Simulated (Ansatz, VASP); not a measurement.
## One calculation of SiB6, two programs

```
Si B
1.0
     3.64222    0.00000    0.00000
    -1.82111    3.15426    0.00000
     0.00000    0.00000    7.53356
Si B
1 6
Direct
  0.00000 0.00000 0.50000
  0.33333 0.66667 0.00000
  0.66667 0.33333 0.00000
  0.50000 0.00000 0.50000
  0.00000 0.50000 0.50000
  0.50000 0.50000 0.50000
  0.00000 0.00000 0.00000
```

Alike in both runs: task relaxation of cell and atoms; functional PBE; k mesh 12 × 12 × 6; occupations gaussian, width 0.1 eV; no spin polarisation.

|  | VASP | Ansatz |
| --- | --- | --- |
| version | VASP 6.6.1 | Ansatz 0.2.0 |
| potentials or method | VASP PAW PBE potentials, release 64 (Si, B), cutoff 600 eV | scalar-relativistic, plane waves, PAW |
| valence electrons in the cell | 22 | 22 |

|  | VASP | Ansatz | Ansatz less VASP |
| --- | --- | --- | --- |
| gap on the k mesh at the Fermi level, each at its own relaxed structure (eV) | none | none | - |
| relaxed volume (Å³/atom) | 11.49 | 11.53 | +0.041 |
| relaxed cell length with the largest relative difference (Å) | 6.921 | 6.939 | +0.0180 |

A gap of «none» marks a metal or a gap that the smearing closes.
